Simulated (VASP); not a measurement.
Write the native input for VASP 6.6.1 that does the following.

```
Task                   : single point
Functional             : PBE
Dispersion             : D3(BJ)
Potentials or basis    : VASP PAW PBE potentials, release 64 (Ti_sv, O)
Cutoff                 : 520 eV
k mesh                 : 9 × 9 × 9
Occupations            : gaussian, width 0.05 eV
Spin                   : no spin polarisation
Hubbard terms          : Ti d U = 4.0 eV
Dipole correction      : no
Further INCAR settings : ALGO = Normal; EDIFF = 1e-06; NBANDS = 19
```

The structure of TiO2 lies in POSCAR:

```
TiO2
1.0
    1.4338500000      0.8278336835      5.6001000000
   -1.4338500000      0.8278336835      5.6001000000
    0.0000000000     -1.6556673670      5.6001000000
Ti O
1 2
Direct
    0.0000000000      0.0000000000      0.0000000000
    0.6017580785      0.6017580785      0.6017580785
    0.3982419215      0.3982419215      0.3982419215
```

These files were run (other wordings do the same):

INCAR

```
SYSTEM = TiO2
PREC = Accurate
ENCUT = 520
EDIFF = 1E-6
ISMEAR = 0
SIGMA = 0.05
LREAL = .FALSE.
LASPH = .TRUE.
NELM = 150
ALGO = Normal
ISIF = 2
LWAVE = .FALSE.
LCHARG = .TRUE.
LMAXMIX = 4
LDAU = .TRUE.
LDAUTYPE = 2
LDAUL = 2 -1
LDAUU = 4 0
LDAUJ = 0 0
LDAUPRINT = 1
GGA = PE
IVDW = 12
LELF = .TRUE.
LVHAR = .TRUE.
NBANDS = 19
```

KPOINTS

```
Automatic mesh
0
G
  9 9 9
  0 0 0
```

Potentials or basis: VASP PAW PBE potentials, release 64 (Ti_sv, O).

Run with:

```bash
$ cat potpaw_PBE.64/Ti_sv/POTCAR potpaw_PBE.64/O/POTCAR > POTCAR
$ mpirun -np 1 vasp_std > vasp.out
```

It gave:

| Item | Value |
| --- | --- |
| Pressure | 7.2 GPa |
| Largest force | 1.142 eV/Å |
| Band gap on the k mesh | 3.01 eV (least direct gap 3.42 eV) |
| Dispersion energy per atom | -0.186 eV |

Caveat: the cell stands under pressure; an odd mesh through Γ misses points on the zone boundary, where band edges can lie; forces of over 1 eV/Å act on the atoms, so gaps and moduli don't describe the material at rest.

Run time: 110 s on 1 thread of Intel(R) Xeon(R) 6975P-C (Granite Rapids) (shared host), peak memory 0.34 GiB.
